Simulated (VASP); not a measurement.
Input of a VASP 6.6.1 run:

File INCAR:

```
SYSTEM = La
PREC = Accurate
ENCUT = 520
EDIFF = 1E-6
ISMEAR = -1
SIGMA = 0.05
LREAL = .FALSE.
LASPH = .TRUE.
NELM = 60
ALGO = Normal
ISIF = 2
LWAVE = .FALSE.
LCHARG = .FALSE.
GGA = PS
NBANDS = 18
```

The input KPOINTS:

```
Automatic mesh
0
G
  8 8 5
  0 0 0
```

The input POSCAR:

```
La
1.0
    3.0327720222      0.0000000000      0.0000000000
   -1.5163860111      2.6264576151      0.0000000000
    0.0000000000      0.0000000000      5.2009076500
La
2
Direct
    0.6666666667      0.3333333333      0.7500000000
    0.3333333333      0.6666666667      0.2500000000
```

Potentials or basis: VASP PAW PBE potentials, release 64 (La).

Run with:

```sh
$ cat potpaw_PBE.64/La/POTCAR > POTCAR
$ mpirun -np 1 vasp_std > vasp.out
```

(1) Estimate the pressure.

(2) Predict the band gap on the k mesh.

Answers

(1) 30.4 GPa.

(2) zero (bands 11 and 12 overlap by 2.52 eV).

Caveat: the cell stands under pressure; the PAW data sets were made with another functional, which shifts forces and pressure a little; spin-orbit coupling is left out, which moves the levels of the heavy elements.
